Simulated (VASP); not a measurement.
Wanted: the native input for a VASP 6.6.1 run.

```
Task                   : electric field gradients
Functional             : LDA
Potentials or basis    : VASP PAW LDA potentials, release 64 (B_h, N_h)
Cutoff                 : 910 eV
k mesh                 : 11 × 11 × 11
Occupations            : fermi-dirac, width 0.02 eV
Spin                   : no spin polarisation
Dipole correction      : no
Second run             : hard_potentials
Further INCAR settings : ALGO = Normal; EDIFF = 1e-08; NBANDS = 11
```

The structure of BN lies in POSCAR:

```
BN
1.0
    0.0000000000      1.7713500000      1.8075000000
    1.7713500000      0.0000000000      1.8075000000
    1.7713500000      1.7713500000      0.0000000000
B N
1 1
Direct
    0.0000000000      0.0000000000      0.0000000000
    0.7500000000      0.7500000000      0.7500000000
```

This cell differs from its parent crystal: equal xx and yy strain of -2 %.

One way to write it, as run:

INCAR

```
PREC = Accurate
ENCUT = 910
EDIFF = 1E-8
ISMEAR = -1
SIGMA = 0.02
LREAL = False
LASPH = True
NELM = 120
ALGO = Normal
ISIF = 2
LWAVE = False
LCHARG = False
GGA = CA
LEFG = True
NBANDS = 11
GGA_COMPAT = False
```

KPOINTS

```
Automatic mesh
0
Gamma
  11 11 11
```

Potentials or basis: VASP PAW LDA potentials, release 64 (B_h, N_h).

The run is started by

```bash
$ cat potpaw_LDA.64/B_h/POTCAR potpaw_LDA.64/N_h/POTCAR > POTCAR
$ mpirun -np 1 vasp_std > vasp.out
```

It gave:

```json
{"Pressure": "5.3 GPa", "Band gap on the k mesh": "4.32 eV, indirect (least direct gap 8.76 eV)"}
```

Caveat: the cell differs from its parent crystal (equal xx and yy strain of -2 %); the cutoff is under 1.25 times the usual one of these potentials, so pressure, stress and relaxed cells hold a basis-set (Pulay) error; without QUAD_EFG the Cq values of the log hold for a quadrupole moment of 1 mb, not for the nuclei.

Wall time 21 s on 1 thread of Intel(R) Xeon(R) Platinum 8559C (Emerald Rapids), with other jobs on the host, peak memory 0.15 GiB.
